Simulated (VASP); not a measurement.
# In: single point with HF

Crystal: In.

```
In
1.0
    -1.88253    1.88253    1.88253
     1.88253   -1.88253    1.88253
     1.88253    1.88253   -1.88253
In
1
Direct
  0.00000 0.00000 0.00000
```

This isn't the form of In at room conditions, which is tetragonal.

```
Program             : VASP 6.6.1
Task                : single point
Functional          : HF
Potentials or basis : VASP PAW PBE potentials, release 64 (In_d)
Cutoff              : 520 eV
k mesh              : 5 × 5 × 5
Occupations         : fermi-dirac, width 0.05 eV
Spin                : no spin polarisation
```

```yaml
Pressure: 5.3 GPa
Band_gap_on_the_k_mesh: zero (an odd number of electrons rules out a gap without spin polarisation)
```

Levels at points of the mesh, in eV from the Fermi level:
```csv
k point,band 4,band 5,band 6,band 7,band 8,band 9
"(0.00, 0.00, 0.00)",-25.09,-25.09,-17.08,15.49,15.49,15.49
```

Run time: 3.6 min on 1 thread of AMD EPYC 9R45 96-Core Processor (Zen 5), on a shared host, peak memory 0.12 GiB.

Caveat: the k points lie up to 0.47 Å⁻¹ apart, too coarse for converged energies and pressures of a metal; the PAW data sets were made with another functional, which shifts forces and pressure a little; spin-orbit coupling is left out, which moves the levels of the heavy elements.
